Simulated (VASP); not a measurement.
GaAs, 2 atoms in the cell. The structure is cubic, space group F-43m (No. 216). Conventional cell: a = 5.675 Å, b = 5.675 Å, c = 5.675 Å, α = 90.00°, β = 90.00°, γ = 90.00°. Ga (site symmetry -43m) has 4 As at 2.46 Å within 3.2 Å. As (site symmetry -43m) has 4 Ga at 2.46 Å within 3.2 Å. 

| Quantity | Value |
| --- | --- |
| Program | VASP 6.6.1 |
| Task | single point |
| Functional | PBE |
| Dispersion | D3(BJ) |
| Potentials or basis | VASP PAW PBE potentials, release 64 (Ga_d, As) |
| Cutoff | 520 eV |
| k mesh | 12 × 12 × 12 |
| Occupations | gaussian, width 0.02 eV |
| Spin | no spin polarisation |
| Dipole correction | no |
| Further INCAR settings | ALGO = Normal; EDIFF = 1e-06; NBANDS = 16 |

Potentials or basis: VASP PAW PBE potentials, release 64 (Ga_d, As).

Command:

```console
$ cat potpaw_PBE.64/Ga_d/POTCAR potpaw_PBE.64/As/POTCAR > POTCAR
$ mpirun -np 1 vasp_std > vasp.out
```

Hardware: 1 thread of Intel(R) Xeon(R) Platinum 8488C (Sapphire Rapids), on a shared host.

Estimate the wall time of this run.

It took 34 s on 1 thread of Intel(R) Xeon(R) Platinum 8488C (Sapphire Rapids), on a shared host, peak memory 0.21 GiB. Counts: scf iterations 12, k points 72.
